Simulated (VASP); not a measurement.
Write the native input for VASP 6.6.1 that does the following.

```yaml
Task: relaxation of cell and atoms
Functional: PBE
Potentials_or_basis: VASP PAW PBE potentials, release 64 (Mn_pv, Rh_pv)
Cutoff: 600 eV
k_mesh: 4 × 4 × 4
Occupations: gaussian, width 0.1 eV
Spin: collinear spin, ferromagnetic start
Starting_moments: "[4.12, 4.12, 0.21, 0.21, 0.21, 0.21] μB"
Dipole_correction: no
Further_INCAR_settings: ALGO = Normal; EDIFF = 1e-06; IBRION = 2; EDIFFG = -0.04; NSW = 90; ISIF = 3
```

The structure of MnRh2 lies in POSCAR:

```
MnRh2
1.0
    0.0000000000      3.3920150548      3.3920150548
    3.3920150548      0.0000000000      3.3920150548
    3.3920150548      3.3920150548      0.0000000000
Mn Rh
2 4
Direct
    0.0000000000      0.0000000000      0.0000000000
    0.2500000000      0.2500000000      0.2500000000
    0.6250000000      0.6250000000      0.6250000000
    0.1250000000      0.6250000000      0.6250000000
    0.6250000000      0.6250000000      0.1250000000
    0.6250000000      0.1250000000      0.6250000000
```

One way to write it, as run:

INCAR

```
PREC = Accurate ; ENCUT = 600
EDIFF = 1E-6 ; ISMEAR = 0
SIGMA = 0.1 ; LREAL = False
LASPH = True ; NELM = 150
ALGO = Normal ; ISIF = 3
LWAVE = False ; LCHARG = False
ISPIN = 2 ; MAGMOM = 4.12 4.12 0.21 0.21 0.21 0.21
LORBIT = 11 ; LMAXMIX = 4
GGA = PE ; IBRION = 2
NSW = 90 ; EDIFFG = -0.04
```

KPOINTS

```
Automatic mesh
0
Gamma
  4 4 4
```

Potentials or basis: VASP PAW PBE potentials, release 64 (Mn_pv, Rh_pv).

The run is started by

```console
$ cat potpaw_PBE.64/Mn_pv/POTCAR potpaw_PBE.64/Rh_pv/POTCAR > POTCAR
$ mpirun -np 1 vasp_std > vasp.out
```

Results of the run:

- Relaxed volume: 15.57 Å³/atom
- Relaxed cell: a = 5.093 Å, b = 5.093 Å, c = 5.093 Å, α = 60.00°, β = 60.00°, γ = 60.00°
- Space group after relaxing (to 0.05 Å): Fd-3m (No. 227)
- Energy gained by relaxing: 314.1 meV/atom
- Ionic steps: 5
- Pressure after relaxing: 0.0 GPa
- Net moment: 8.99 μB per cell
- Site moments: Mn +4.00; Rh +0.18 μB
- Valence electrons inside the program's atomic spheres: Mn 11.30; Rh 13.87

Caveat: the k points lie up to 0.38 Å⁻¹ apart in the final cell; the volume moved by over 15 % at a fixed basis, so the end points are rough.

Run time: 28 min on 1 thread of AMD EPYC 7R13, on a shared host, peak memory 0.29 GiB.
